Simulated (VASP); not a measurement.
A run of VASP 6.6.1 is set up as follows.

Contents of INCAR:

```
ALGO     = Normal         # electronic algorithm
EDIFF    = 1E-7           # SCF threshold, eV
EDIFFG   = -0.01          # ionic threshold
ENCUT    = 500            # plane-wave cutoff, eV
GGA      = PE             # functional
GGA_COMPAT= False        
IBRION   = 2              # ionic algorithm
ISIF     = 3              # what is computed and relaxed
ISMEAR   = 0              # smearing method
LASPH    = True           # aspherical terms in the spheres
LCHARG   = False          # write CHGCAR
LREAL    = False          # projectors in reciprocal space
LWAVE    = False          # write WAVECAR
NELM     = 120            # most SCF steps
NELMIN   = 4            
NSW      = 80             # ionic steps
PREC     = Accurate       # precision mode
SIGMA    = 0.02           # smearing width, eV
```

File KPOINTS:

```
k-points
0
Gamma
  8 8 8
```

File POSCAR:

```
AlP
1.0
    0.0000000000      2.8524634743      2.8524634743
    2.8524634743      0.0000000000      2.8524634743
    2.8524634743      2.8524634743      0.0000000000
Al P
1 1
Direct
    0.7500000000      0.7500000000      0.7500000000
    0.0000000000      0.0000000000      0.0000000000
```

Potentials or basis: VASP PAW PBE potentials, release 64 (Al, P).

Launch:

```console
$ cat potpaw_PBE.64/Al/POTCAR potpaw_PBE.64/P/POTCAR > POTCAR
$ mpirun -np 1 vasp_std > vasp.out
```

(1) Estimate the relaxed cell.

(2) Estimate the relaxed volume.

(3) What does it give for the band gap on the k mesh?

Results:

(1) a = 3.893 Å, b = 3.893 Å, c = 3.893 Å, α = 60.00°, β = 60.00°, γ = 60.00°.

(2) 20.86 Å³/atom.

(3) 1.63 eV, indirect (least direct gap 3.09 eV).

Caveat: the volume moved by -10 % from the deposited cell, more than functionals usually miss.
